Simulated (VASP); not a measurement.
The system is H4BrN.

```
CELL_PARAMETERS angstrom
4.00000 0.00000 0.00000
0.00000 4.00000 0.00000
0.00000 0.00000 4.00000
ATOMIC_POSITIONS crystal
H 0.14800 0.14800 0.14800
H 0.14800 0.85200 0.85200
H 0.85200 0.14800 0.85200
H 0.85200 0.85200 0.14800
Br 0.50000 0.50000 0.50000
N 0.00000 0.00000 0.00000
```

| Property | Result |
| --- | --- |
| Program | VASP 6.6.1 |
| Task | relaxation of cell and atoms |
| Functional | LDA |
| Potentials or basis | VASP PAW LDA potentials, release 64 (H, Br, N) |
| Cutoff | 600 eV |
| k mesh | 4 × 4 × 4 |
| Occupations | fermi-dirac, width 0.01 eV |
| Spin | no spin polarisation |

At the start: pressure 1.2 GPa; volume 10.67 Å³/atom.

Q: Where does the relaxation end?

A: Over 10 steps the energy falls by 14.9 meV/atom and the volume is 9.74 Å³/atom (-8.7 %); space group P-43m (No. 215, to 0.05 Å).

Step by step:
| step | energy change (eV) | largest force (eV/Å) | pressure (GPa) | volume (Å³) |
| --- | --- | --- | --- | --- |
| 1 | 0.0000 | 0.9557 | 1.16 | 64.00 |
| 2 | -0.0021 | 0.7384 | -5.04 | 64.72 |
| 3 | -0.0436 | 0.0482 | -2.09 | 64.35 |
| 4 | -0.0581 | 0.0480 | -1.77 | 63.25 |
| 5 | -0.0858 | 0.0542 | -0.55 | 60.03 |
| 6 | -0.0493 | 0.0846 | 3.39 | 53.90 |
| 7 | -0.0891 | 0.0913 | 0.26 | 58.65 |
| 8 | -0.0892 | 0.0909 | 0.38 | 58.46 |
| 9 | -0.0866 | 0.2195 | -0.81 | 58.35 |
| 10 | -0.0897 | 0.0002 | 0.04 | 58.43 |

Final structure:
```
H Br N
1.0
     3.88032    0.00000    0.00000
     0.00000    3.88032    0.00000
     0.00000    0.00000    3.88032
H Br N
4 1 1
Direct
  0.15652 0.15652 0.15652
  0.15652 0.84348 0.84348
  0.84348 0.15652 0.84348
  0.84348 0.84348 0.15652
  0.50000 0.50000 0.50000
  0.00000 0.00000 0.00000
```
